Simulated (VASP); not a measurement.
Input of a VASP 6.6.1 run:

The input INCAR:

```
SYSTEM = GaBAs2
PREC = Accurate
ENCUT = 520
EDIFF = 1E-6
ISMEAR = -1
SIGMA = 0.02
LREAL = .False.
LASPH = .True.
NELM = 100
ALGO = Normal
ISIF = 2
LWAVE = .False.
LCHARG = .False.
GGA = PE
NBANDS = 21
```

File KPOINTS:

```
regular mesh
0
Gamma
  8 8 6
  0 0 0
```

POSCAR

```
GaBAs2
1.0
    3.6615741104      0.0000000000      0.0000000000
    0.0000000000      3.6615741104      0.0000000000
    0.0000000000      0.0000000000      5.3547502617
B As Ga
1 2 1
Direct
    0.0000000000      0.0000000000      0.0000000000
    0.0000000000      0.5000000000      0.2139711070
    0.5000000000      0.0000000000      0.7860288930
    0.5000000000      0.5000000000      0.5000000000
```

Potentials or basis: VASP PAW PBE potentials, release 64 (B, As, Ga_d).

Command:

```bash
$ cat potpaw_PBE.64/B/POTCAR potpaw_PBE.64/As/POTCAR potpaw_PBE.64/Ga_d/POTCAR > POTCAR
$ mpirun -np 1 vasp_std > vasp.out
```

Question: Predict the pressure.

Answer: 2.8 GPa.

Question: Estimate the band gap on the k mesh.

Answer: 0.50 eV, indirect (least direct gap 0.69 eV).

Forces in eV/Å, atoms in the order of the input:
```
B    0.000  0.000  0.000
As   0.000  0.000 -0.209
As   0.000  0.000  0.209
Ga   0.000  0.000  0.000
```

A k mesh can miss the band edges. Expect the measured gap to be larger: semilocal functionals such as PBE lack the derivative discontinuity.
